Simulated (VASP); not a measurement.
Set up this calculation in VASP 6.6.1, as the native input.

| Quantity | Value |
| --- | --- |
| Task | single point |
| Functional | PBE |
| Potentials or basis | VASP PAW PBE potentials, release 64 (Ca_sv, Se) |
| Cutoff | 520 eV |
| k mesh | 6 × 6 × 1 |
| Occupations | gaussian, width 0.1 eV |
| Spin | no spin polarisation |
| Dipole correction | yes |
| Further INCAR settings | ALGO = Normal; EDIFF = 1e-06; NBANDS = 25 |

The structure of CaSe4 lies in POSCAR:

```
CaSe4
1.0
    5.5048900498     -0.0000002712      0.0000000000
   -2.7524447901      4.7673747638      0.0000000000
    0.0000000000      0.0000000000     29.1036144400
Ca Se
1 4
Direct
    0.0000000000      0.0000000000      0.2920599439
    0.3333333333      0.6666666667      0.2526946708
    0.3333333333      0.6666666667      0.3314252170
    0.6666666667      0.3333333333      0.3314252170
    0.6666666667      0.3333333333      0.2526946708
```

The cell was generated, and may not be a known phase.

The input as run:

INCAR

```
ALGO = Normal ; DIPOL = 0.5 0.5 0.292
EDIFF = 1E-6 ; ENCUT = 520
GGA = PE ; IDIPOL = 3
ISIF = 2 ; ISMEAR = 0
LASPH = T ; LCHARG = T
LDIPOL = T ; LELF = T
LREAL = F ; LVACPOTAV = T
LVHAR = T ; LWAVE = F
NBANDS = 25 ; NELM = 100
PREC = Accurate ; SIGMA = 0.1
```

KPOINTS

```
k-points
0
Gamma
  6 6 1
```

Potentials or basis: VASP PAW PBE potentials, release 64 (Ca_sv, Se).

Command:

```console
$ cat potpaw_PBE.64/Ca_sv/POTCAR potpaw_PBE.64/Se/POTCAR > POTCAR
$ mpirun -np 1 vasp_std > vasp.out
```

Results of the run:

The largest force is 0.027 eV/Å and the band gap on the k mesh is zero (bands 17 and 18 overlap by 0.37 eV).

Run time: 4 min on 1 thread of Intel(R) Xeon(R) Platinum 8259CL CPU @ 2.50GHz (Skylake/Cascade Lake) (shared host), peak memory 0.79 GiB.
